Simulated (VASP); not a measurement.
# Hg (P6/mmm) in VASP: further runs

Hg is run at these levels: PBEsol; tasks: relaxation of cell and atoms.

Everything below comes from runs of VASP 6.6.1. Logs are shortened: lines on timing, memory, paths and dates and some standing lists are left out, and cuts for length are marked.

**1. The cell of the first run**

It takes space group P6/mmm (No. 191, hexagonal). The conventional cell has a = 2.629 Å, b = 2.629 Å, c = 2.471 Å, α = 90.00°, β = 90.00°, γ = 120.00°. Hg (site symmetry 6/mmm) has 8 Hg at 2.47 to 2.63 Å within 3.3 Å.

**2. Relaxation of cell and atoms, PBEsol, target pressure 96 GPa, at which the enthalpy is minimised**

File INCAR:

```
SYSTEM = Hg
PREC = Accurate
ENCUT = 600
EDIFF = 1E-6
ISMEAR = -1
SIGMA = 0.08
LREAL = .FALSE.
LASPH = .TRUE.
NELM = 80
ALGO = Normal
ISIF = 3
LWAVE = .FALSE.
LCHARG = .FALSE.
GGA = PS
IBRION = 2
NSW = 60
EDIFFG = -0.005
PSTRESS = 960.0
```

File KPOINTS:

```
regular mesh
0
G
  17 17 15
  0 0 0
```

File POSCAR:

```
Hg
1.0
    2.6288242759      0.0000000000      0.0000000000
   -1.3144121380      2.2766286050      0.0000000000
    0.0000000000      0.0000000000      2.4710948194
Hg
1
Direct
    0.0000000000      0.0000000000      0.0000000000
```

Potentials or basis: VASP PAW PBE potentials, release 64 (Hg).

Command:

```bash
$ cat potpaw_PBE.64/Hg/POTCAR > POTCAR
$ mpirun -np 1 vasp_std > vasp.out
```

OUTCAR:

```text
SYSTEM = Hg
   PREC = Accurate
   ENCUT = 600
   EDIFF = 1E-6
   ISMEAR = -1
   LREAL = .FALSE.
   LASPH = .TRUE.
   NELM = 80
   ISIF = 3
   GGA = PS
   IBRION = 2
   NSW = 60
   EDIFFG = -0.005
   PSTRESS = 960.0

 ion  position               nearest neighbor table
   1  0.000  0.000  0.000-

  LATTYP: Found a hexagonal cell.
 ALAT       =     2.6288242759
 C/A-ratio  =     0.9400000000

  Lattice vectors:

 A1 = (   2.6288242759,   0.0000000000,   0.0000000000)
 A2 = (  -1.3144121380,   2.2766286050,   0.0000000000)
 A3 = (   0.0000000000,   0.0000000000,   2.4710948194)

Analysis of symmetry for initial positions (statically):
=====================================================================
 Subroutine PRICEL returns:
 Original cell was already a primitive cell.

 Routine SETGRP: Setting up the symmetry group for a
 hexagonal supercell.

 Subroutine GETGRP returns: Found 24 space group operations
 (whereof 24 operations were pure point group operations)
 out of a pool of 24 trial point group operations.

The static configuration has the point symmetry D_6h.

Analysis of symmetry for dynamics (positions and initial velocities):
=====================================================================
 Subroutine PRICEL returns:
 Original cell was already a primitive cell.

 Routine SETGRP: Setting up the symmetry group for a
 hexagonal supercell.

 Subroutine GETGRP returns: Found 24 space group operations
 (whereof 24 operations were pure point group operations)
 out of a pool of 24 trial point group operations.

The dynamic configuration has the point symmetry D_6h.

 Subroutine INISYM returns: Found 24 space group operations
 (whereof 24 operations are pure point group operations),
 and found     1 'primitive' translations

----------------------------------------------------------------------------------------

                                     Primitive cell

  volume of cell :      14.7891

  direct lattice vectors                    reciprocal lattice vectors
     2.628824276  0.000000000  0.000000000     0.380398191  0.219622998  0.000000000
    -1.314412138  2.276628605  0.000000000     0.000000000  0.439245996  0.000000000
     0.000000000  0.000000000  2.471094819     0.000000000  0.000000000  0.404678927

  length of vectors
     2.628824276  2.628824276  2.471094819     0.439245996  0.439245996  0.404678927

  position of ions in fractional coordinates (direct lattice)
     0.000000000  0.000000000  0.000000000

  ion indices of the primitive-cell ions
   primitive index   ion index
                 1           1

----------------------------------------------------------------------------------------

 KPOINTS: regular mesh

Automatic generation of k-mesh.
 Grid dimensions read from file:
 generate k-points for:   17   17   15

 Generating k-lattice:

  Cartesian coordinates                     Fractional coordinates (reciprocal lattice)
     0.022376364  0.012919000  0.000000000     0.058823529  0.000000000  0.000000000
     0.000000000  0.025838000  0.000000000     0.000000000  0.058823529  0.000000000
     0.000000000  0.000000000  0.026978595     0.000000000  0.000000000  0.066666667

  Length of vectors
     0.025838000  0.025838000  0.026978595

  Shift w.r.t. Gamma in fractional coordinates (k-lattice)
     0.000000000  0.000000000  0.000000000

 Subroutine IBZKPT returns following result:
 ===========================================

 Found    264 irreducible k-points:

 Following reciprocal coordinates:
            Coordinates               Weight
  0.000000  0.000000  0.000000      1.000000
  0.058824 -0.000000  0.000000      6.000000
  0.117647  0.000000  0.000000      6.000000
  0.176471  0.000000  0.000000      6.000000
  0.235294  0.000000  0.000000      6.000000
  0.294118  0.000000  0.000000      6.000000
[... 16 lines left out ...]
  0.411765  0.117647  0.000000     12.000000
  0.176471  0.176471  0.000000      6.000000
 [... further k-points ...]
   k-points           NKPTS =    264   k-points in BZ     NKDIM =    264   number of bands    NBANDS=     10
   number of dos      NEDOS =    301   number of ions     NIONS =      1
   total plane-waves  NPLWV =  11520
   dimension x,y,z NGX =    24 NGY =   24 NGZ =   20
   dimension x,y,z NGXF=    48 NGYF=   48 NGZF=   40
   ions per type =               1
   NGX,Y,Z   is equivalent  to a cutoff of  15.18, 15.18, 13.46 a.u.
   NGXF,Y,Z  is equivalent  to a cutoff of  30.36, 30.36, 26.91 a.u.
 SYSTEM =  Hg
   PREC   = accura    normal or accurate (medium, high low for compatibility)
   ISTART =      0    job   : 0-new  1-cont  2-samecut
   ICHARG =      2    charge: 1-file 2-atom 10-const
   ISPIN  =      1    spin polarized calculation?
   LNONCOLLINEAR =      F non collinear calculations
   LSORBIT =      F    spin-orbit coupling
   LASPH  =      T    aspherical Exc in radial PAW
   ENCUT  =  600.0 eV  44.10 Ry    6.64 a.u.   5.25  5.25  4.94*2*pi/ulx,y,z
   NELM   =     80;   NELMIN=  2; NELMDL= -5     # of ELM steps
   EDIFF  = 0.1E-05   stopping-criterion for ELM
   LREAL  =      F    real-space projection
   EDIFFG = -.5E-02   stopping-criterion for IOM
   NSW    =     60    number of steps for IOM
   IBRION =      2    ionic relax: 0-MD 1-quasi-New 2-CG
   NFREE  =      1    steps in history (QN), initial steepest desc. (CG)
   ISIF   =      3    stress and relaxation
   ISYM   =      2    0-nonsym 1-usesym 2-fastsym
   POTIM  = 0.5000    time-step for ionic-motion
   TEBEG  =    0.0;   TEEND  =   0.0 temperature during run
   PSTRESS=  960.0 pullay stress
   NELECT =      12.0000    total number of electrons
   NUPDOWN=      -1.0000    fix difference up-down
   EMIN   =  10.00;   EMAX   =-10.00  energy-range for DOS
   EFERMI =   0.00;   METHOD = LEGACY
   ISMEAR =    -1;   SIGMA  =   0.08  broadening in eV -4-tet -1-fermi 0-gaus
   EFERMI_NEDOS =   21; number of points for ismear=-14 and -15
   IALGO  =     38    algorithm
   IMIX   =      4    mixing-type and parameters
     AMIX     =   0.40;   BMIX     =  1.00
     AMIX_MAG =   1.60;   BMIX_MAG =  1.00
  volume/ion in A,a.u.               =      14.79        99.80
  Fermi-wavevector in a.u.,A,eV,Ry     =   1.526936  2.885491 31.722444  2.331534
  Thomas-Fermi vector in A             =   2.634901
   LORBIT       =      0    0 simple, 1 ext, 2 COOP (PROOUT), +10 PAW based schemes
   GGA     = PS    functional components
   LHFCALC =     F    Hartree Fock is set to
   AEXX    =    0.0000 exact exchange contribution
   IVDW    =     0    specifies the selected vdW correction
   LEPSILON=     F    determine dielectric tensor
   LRPA    =     F    only Hartree local field effects (RPA)
 conjugate gradient relaxation of ions
 non-spin polarized calculation
  energy-cutoff  :      600.00
  volume of cell :       14.79
 maximum number of plane-waves:       513
 NGX is ok and might be reduce to    24
   NGX = 11   NGY = 11   NGZ =  9

--------------------------------------- Ionic step        1  -------------------------------------------

 number of electron      11.9999999 magnetization

 Free energy of the ion-electron system (eV)
  ---------------------------------------------------
  ext. energy  EPLUGINS =         0.00000000
  ---------------------------------------------------
  free energy    TOTEN  =         1.41413139 eV

  energy without entropy =        1.42134998  energy(sigma->0) =        1.41774069

------------------------ aborting loop because EDIFF is reached ----------------------------------------

  FORCE on cell =-STRESS in cart. coord.  units (eV):
  Direction    XX          YY          ZZ          XY          YZ          ZX
  --------------------------------------------------------------------------------------
  -------------------------------------------------------------------------------------
  Total       10.1573062     10.1573062     11.7889085     -0.0000000      0.0000000      0.0000000
  in kB     1100.3883226   1100.3883226   1277.1473976     -0.0000000      0.0000000      0.0000000
  external PRESSURE =     199.3080143 kB  Pullay stress =     960.0000000 kB
[... 22 lines left out ...]
  enthalpy is  TOTEN    =        10.2755612836 eV   P V=        8.8614298898

--------------------------------------- Ionic step        2  -------------------------------------------

 number of electron      12.0000003 magnetization

 E-fermi :   4.7838     XC(G=0): -12.1877

 val. band max:        4.7744155730   @ k =   0.2941   0.2353   0.4000
 cond. band min:       4.8053597185   @ k =   0.4118   0.1176   0.1333
 fundamental gap:      0.0309441455
 Fermi energy:         4.7838335139

 k-point     1 :       0.0000    0.0000    0.0000
  band No.  band energies     occupation
      1      -6.7294      2.00000
      2      -4.9907      2.00000
      3      -3.5112      2.00000
      4      -3.5112      2.00000
      5      -1.4827      2.00000
      6      -1.4827      2.00000
      7      14.3264      0.00000
      8      19.2601      0.00000
      9      21.9279      0.00000
     10      21.9279      0.00000
[... 287 lines left out ...]
 k-point    24 :       0.1765    0.1765    0.0000
  band No.  band energies     occupation
      1      -4.5462      2.00000
      2      -4.1560      2.00000
      3      -4.1506      2.00000
      4      -2.4386      2.00000
      5      -1.7949      2.00000
      6      -1.2336      2.00000
      7      11.5637      0.00000
      8      13.5776      0.00000
      9      18.4649      0.00000
     10      20.4602      0.00000

 [... further k-points ...]

------------------------ aborting loop because EDIFF is reached ----------------------------------------

  FORCE on cell =-STRESS in cart. coord.  units (eV):
  Direction    XX          YY          ZZ          XY          YZ          ZX
  --------------------------------------------------------------------------------------
  -------------------------------------------------------------------------------------
  Total        3.5981397      3.5981397      2.4424002     -0.0000000     -0.0000000      0.0000000
  in kB      302.5527800    302.5527800    205.3713975     -0.0000000     -0.0000000      0.0000000
  external PRESSURE =    -689.8410141 kB  Pullay stress =     960.0000000 kB
[... 53 lines left out ...]
  FREE ENERGIE OF THE ION-ELECTRON SYSTEM (eV)
  ---------------------------------------------------
  free  energy   TOTEN  =         0.9572325873 eV

  energy  without entropy=        0.9647141777  energy(sigma->0) =        0.96097338

  enthalpy is  TOTEN    =        10.2344613976 eV   P V=        9.2772288103

[... ionic steps 4 to 13 ...]

--------------------------------------- Ionic step       14  -------------------------------------------

 number of electron      12.0000001 magnetization

------------------------ aborting loop because EDIFF is reached ----------------------------------------

  FORCE on cell =-STRESS in cart. coord.  units (eV):
  Direction    XX          YY          ZZ          XY          YZ          ZX
  --------------------------------------------------------------------------------------
  -------------------------------------------------------------------------------------
  Total        9.1917814      9.1917814      9.1854848     -0.0000000     -0.0000000      0.0000000
  in kB      959.9520763    959.9520763    959.2944830     -0.0000000     -0.0000000      0.0000000
  external PRESSURE =      -0.2671215 kB  Pullay stress =     960.0000000 kB
[... 59 lines left out ...]
  enthalpy is  TOTEN    =        10.2300375182 eV   P V=        9.1924453087

--------------------------------------- Ionic step       16  -------------------------------------------

 number of electron      12.0000001 magnetization

 Free energy of the ion-electron system (eV)
  ---------------------------------------------------
  ext. energy  EPLUGINS =         0.00000000
  ---------------------------------------------------
  free energy    TOTEN  =         1.03749014 eV

  energy without entropy =        1.04531149  energy(sigma->0) =        1.04140082

 E-fermi :   7.7493     XC(G=0): -13.4729

 val. band max:        7.7403017616   @ k =   0.2353   0.2353   0.4667
 cond. band min:       7.7596139094   @ k =   0.3529   0.2353   0.0000
 fundamental gap:      0.0193121478
 Fermi energy:         7.7492741403

 k-point     1 :       0.0000    0.0000    0.0000
  band No.  band energies     occupation
      1      -6.5065      2.00000
      2      -4.5252      2.00000
      3      -2.1030      2.00000
      4      -2.1030      2.00000
      5       0.9454      2.00000
      6       0.9454      2.00000
      7      19.2219      0.00000
      8      21.5789      0.00000
      9      25.9181      0.00000
     10      25.9181      0.00000
[... 287 lines left out ...]
 k-point    24 :       0.1765    0.1765    0.0000
  band No.  band energies     occupation
      1      -4.1805      2.00000
      2      -3.2058      2.00000
      3      -3.0529      2.00000
      4      -0.3218      2.00000
      5       0.5284      2.00000
      6       0.7708      2.00000
      7      14.7802      0.00000
      8      16.7783      0.00000
      9      24.2096      0.00000
     10      25.5748      0.00000

 [... further k-points ...]

------------------------ aborting loop because EDIFF is reached ----------------------------------------

  FORCE on cell =-STRESS in cart. coord.  units (eV):
  Direction    XX          YY          ZZ          XY          YZ          ZX
  --------------------------------------------------------------------------------------
  -------------------------------------------------------------------------------------
  Total        9.1884451      9.1884451      9.1879562     -0.0000000      0.0000000      0.0000000
  in kB      959.5715499    959.5715499    959.5204856     -0.0000000      0.0000000      0.0000000
  external PRESSURE =      -0.4454715 kB  Pullay stress =     960.0000000 kB
[... 16 lines left out ...]
  FREE ENERGIE OF THE ION-ELECTRON SYSTEM (eV)
  ---------------------------------------------------
  free  energy   TOTEN  =         1.0374901421 eV

  energy  without entropy=        1.0453114921  energy(sigma->0) =        1.04140082

  enthalpy is  TOTEN    =        10.2300379277 eV   P V=        9.1925477856

 reached required accuracy - stopping structural energy minimisation
```

Wall time 2.3 min (1 thread of Intel Xeon Platinum 8259CL at 2.50GHz (Skylake/Cascade Lake), shared host); peak memory 0.19 GiB.

What came out:

* Free energy: 1.0375 eV
* Relaxed volume: 15.34 Å³/atom
* Relaxed cell: a = 2.639 Å, b = 2.639 Å, c = 2.544 Å, α = 90.00°, β = 90.00°, γ = 120.00°
* Space group after relaxing (to 0.05 Å): P6/mmm (No. 191)
* Energy change on relaxing (the enthalpy is what falls): -376.6 meV/atom
* Ionic steps: 16
* Pressure after relaxing: 96.0 GPa
* Band gap on the k mesh: zero (band 6 reaches 11.05 eV, above the bottom of band 7 at 5.92 eV)

Step by step:
| step | energy change (eV) | largest force (eV/Å) | pressure (GPa) | volume (Å³) |
| --- | --- | --- | --- | --- |
| 1 | 0.0000 | 0.0000 | 115.93 | 14.79 |
| 2 | -1.6216 | 0.0000 | 27.02 | 19.05 |
| 3 | -0.4569 | 0.0000 | 91.57 | 15.48 |
| 4 | -0.4054 | 0.0000 | 94.34 | 15.40 |
| 5 | -0.3981 | 0.0000 | 94.70 | 15.38 |
| 6 | -0.3054 | 0.0000 | 99.62 | 15.23 |
| 7 | -0.3634 | 0.0000 | 96.76 | 15.32 |
| 8 | -0.3641 | 0.0000 | 96.63 | 15.32 |
| 9 | -0.4192 | 0.0000 | 93.62 | 15.41 |
| 10 | -0.3765 | 0.0000 | 95.98 | 15.34 |
| 11 | -0.3767 | 0.0000 | 95.96 | 15.34 |
| 12 | -0.3758 | 0.0000 | 95.99 | 15.34 |
| 13 | -0.3762 | 0.0000 | 95.96 | 15.34 |
| 14 | -0.3763 | 0.0000 | 95.97 | 15.34 |
| 15 | -0.3765 | 0.0000 | 95.97 | 15.34 |
| 16 | -0.3766 | 0.0000 | 95.96 | 15.34 |

Final structure:
```
CELL_PARAMETERS angstrom
2.63893 0.00000 0.00000
-1.31946 2.28538 0.00000
0.00000 0.00000 2.54384
ATOMIC_POSITIONS crystal
Hg 0.00000 0.00000 0.00000
```

Levels at points of the mesh, in eV from the Fermi level:
| k point | band 2 | band 3 | band 4 | band 5 | band 6 | band 7 | band 8 | band 9 | band 10 |
| --- | --- | --- | --- | --- | --- | --- | --- | --- | --- |
| (0.00, 0.00, 0.00) | -12.27 | -9.85 | -9.85 | -6.80 | -6.80 | 11.47 | 13.83 | 18.17 | 18.17 |

Caveat: the cell is relaxed towards a set pressure, so the enthalpy falls and the energy may rise; the PAW data sets were made with another functional, which shifts forces and pressure a little; spin-orbit coupling is left out, which moves the levels of the heavy elements.

(Continued in part 2 of 2.)
